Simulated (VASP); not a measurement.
NaH:

```
CELL_PARAMETERS angstrom
2.93239 0.00000 0.00000
0.00000 2.93239 0.00000
0.00000 0.00000 2.93239
ATOMIC_POSITIONS crystal
Na 0.00000 0.00000 0.00000
H 0.50000 0.50000 0.50000
```

Base run:

```yaml
Program: VASP 6.6.1
Functional: PBE
Potentials_or_basis: VASP PAW PBE potentials, release 64 (Na_pv, H)
Cutoff: 520 eV
k_mesh: 8 × 8 × 8
Occupations: gaussian, width 0.01 eV
Spin: no spin polarisation
```

Its results: band gap on the k mesh 1.03 eV, indirect (least direct gap 4.50 eV); pressure 0.8 GPa.

The run is repeated on the same cell with these changes: functional from PBE to r2SCAN. What comes out?

Band gap on the k mesh 1.61 eV, indirect (least direct gap 5.17 eV); pressure -0.3 GPa.

r2SCAN gives the wider gap, since meta-GGAs in the generalised Kohn-Sham scheme recover part of the derivative discontinuity.

Caveats: the PAW data sets were made with another functional, which shifts forces and pressure a little (some runs).

A k mesh can miss the band edges.
